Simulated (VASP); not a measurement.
Set up this calculation in VASP 6.6.1, as the native input.

| Quantity | Value |
| --- | --- |
| Task | relaxation of cell and atoms |
| Functional | r2SCAN |
| Potentials or basis | VASP PAW PBE potentials, release 64 (Hf_pv, N) |
| Cutoff | 600 eV |
| k mesh | 15 × 15 × 15 |
| Occupations | fermi-dirac, width 0.1 eV |
| Spin | no spin polarisation |
| Dipole correction | no |
| Further INCAR settings | ALGO = Normal; EDIFF = 1e-06; IBRION = 2; EDIFFG = -0.005; NSW = 60; ISIF = 3 |

Crystal: HfN (rocksalt type).

```
CELL_PARAMETERS angstrom
0.00000 2.15443 2.15443
2.15443 0.00000 2.15443
2.15443 2.15443 0.00000
ATOMIC_POSITIONS crystal
Hf 0.00000 0.00000 0.00000
N 0.50000 0.50000 0.50000
```

One way to write it, as run:

POSCAR

```
HfN
1.0
    0.0000000000      2.1544346900      2.1544346900
    2.1544346900      0.0000000000      2.1544346900
    2.1544346900      2.1544346900      0.0000000000
Hf N
1 1
Direct
    0.0000000000      0.0000000000      0.0000000000
    0.5000000000      0.5000000000      0.5000000000
```

INCAR.step1

```
SYSTEM = HfN
PREC     = Accurate       ! precision mode
ENCUT    = 600            ! plane-wave cutoff, eV
ISMEAR   = -1             ! smearing method
SIGMA    = 0.1            ! smearing width, eV
LREAL    = .FALSE.        ! projectors in reciprocal space
LASPH    = .TRUE.         ! aspherical terms in the spheres
NELM     = 100            ! most SCF steps
GGA      = PE             ! functional
ALGO     = Normal         ! electronic algorithm
EDIFF    = 1E-4           ! SCF threshold, eV
LWAVE    = .TRUE.         ! write WAVECAR
LCHARG   = .FALSE.        ! write CHGCAR
```

INCAR.step2

```
SYSTEM = HfN
PREC     = Accurate       ! precision mode
ENCUT    = 600            ! plane-wave cutoff, eV
EDIFF    = 1E-6           ! SCF threshold, eV
ISMEAR   = -1             ! smearing method
SIGMA    = 0.1            ! smearing width, eV
LREAL    = .FALSE.        ! projectors in reciprocal space
LASPH    = .TRUE.         ! aspherical terms in the spheres
NELM     = 100            ! most SCF steps
ALGO     = Normal         ! electronic algorithm
ISIF     = 3              ! what is computed and relaxed
LWAVE    = .FALSE.        ! write WAVECAR
LCHARG   = .FALSE.        ! write CHGCAR
METAGGA  = R2SCAN         ! meta-GGA
LMIXTAU  = .TRUE.       
IBRION   = 2              ! ionic algorithm
NSW      = 60             ! ionic steps
EDIFFG   = -0.005         ! ionic threshold
ISTART   = 1
```

KPOINTS

```
regular mesh
0
G
  15 15 15
  0 0 0
```

Potentials or basis: VASP PAW PBE potentials, release 64 (Hf_pv, N).

Command:

```sh
$ cat potpaw_PBE.64/Hf_pv/POTCAR potpaw_PBE.64/N/POTCAR > POTCAR
$ cp INCAR.step1 INCAR
$ mpirun -np 1 vasp_std > vasp.out
$ cp INCAR.step2 INCAR
$ mpirun -np 1 vasp_std > vasp.out
```

Results of the run:

```yaml
Relaxed_volume: 11.48 Å³/atom
Relaxed_cell: a = 3.190 Å, b = 3.190 Å, c = 3.190 Å, α = 60.00°, β = 60.00°, γ = 60.00°
Space_group_after_relaxing_to_0.1_Å: Fm-3m (No. 225)
Pressure_after_relaxing: 0.0 GPa
Band_gap_on_the_k_mesh: zero (an odd number of electrons rules out a gap without spin polarisation)
```

Caveat: the PAW data sets were made with another functional, which shifts forces and pressure a little; spin-orbit coupling is left out, which moves the levels of the heavy elements.

Run time: 11 min on 1 thread of Intel Xeon 8259CL, with other jobs on the host, peak memory 0.19 GiB.
